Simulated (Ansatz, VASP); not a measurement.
## W15S32 in VASP and in Ansatz

```xyz
47
Lattice="-6.3755 3.6809 7.4744 0.0000 -7.3618 7.4744 6.3755 3.6809 7.4744" Properties=species:S:1:pos:R:3 pbc="T T T"
W    -3.1438   -1.8040    7.4903
W    -4.7825    0.9197    7.4879
W     1.6034   -4.6574    7.4903
W     0.0535    0.0198    0.0158
W    -0.0439   -1.8040    7.4903
W    -1.5939    0.9342    7.4890
W    -1.5939   -0.9192   14.9623
W    -3.1756    3.6739    7.4890
W     3.1783   -1.8459    7.4893
W     1.5947    0.9197    7.4879
W     1.5843   -0.9765   14.9647
W    -0.0121    3.6739    7.4890
W     0.0094    1.8350   14.9637
W     4.7816    0.9311    7.4893
W     3.1343    3.7007    7.4903
S    -1.5939    2.7607    9.0685
S    -3.1635   -1.8531   16.5363
S     1.5571   -2.7819    9.0376
S     1.5708    2.7460    9.0618
S     0.0012    0.0273    9.0618
S    -0.0243   -1.8531   16.5363
S    -1.5939    0.9197   16.5311
S     4.7816    2.8032    9.0376
S     3.1873    0.0002    9.0566
S     3.1113   -1.8846   16.5477
S     1.6307    0.8990   16.5121
S    -4.7585    2.7460    9.0618
S     0.0004    3.6811   16.5311
S     0.0765   -5.5655    9.0732
S    -1.5939   -2.6724    9.0732
S    -3.1889    0.0273    9.0618
S    -1.5939    2.7607    5.9105
S    -3.1649   -1.8531   13.3902
S     1.5562   -2.7824    5.9428
S     1.5714    2.7472    5.9157
S     0.0004    0.0262    5.9157
S    -0.0229   -1.8531   13.3902
S    -1.5939    0.9204   13.3969
S     4.7816    2.8041    5.9428
S     3.1879   -0.0001    5.9225
S     3.1206   -1.8792   13.3845
S     1.6315    0.8985   13.4172
S    -4.7592    2.7472    5.9157
S    -0.0002    3.6808   13.3969
S     0.0671   -5.5601    5.9101
S    -1.5939   -2.6832    5.9101
S    -3.1882    0.0262    5.9157
```

Change from the starting cell: W vacancy (site a), charge +0, atoms relaxed at the host's cell.

Alike in both runs: functional PBE; k mesh 1 × 1 × 1; occupations gaussian, width 0.01 eV; collinear spin.

Ansatz relaxed the structure, and its values are those at the end. VASP's run is a single point on that final structure, the one shown.

|  | VASP | Ansatz |
| --- | --- | --- |
| version | VASP 6.6.1 | Ansatz 0.2.0 |
| potentials or method | VASP PAW PBE potentials, release 64 (W_sv, S), cutoff 520 eV | scalar-relativistic, plane waves, PAW |
| valence electrons in the cell | 402 | 402 |

```csv
,VASP,Ansatz,Ansatz less VASP
gap on the k mesh at the Fermi level (eV),0.39,0.39,-0.006
least direct gap on the mesh (eV),0.39,0.39,-0.006
rms of the force components (eV/Å),0.006,0.006,0.0000
net moment per atom (μB),0.00,0.00,0.000
```

Ansatz's warnings: seeded moment not kept.

Neither program's run includes spin-orbit coupling.
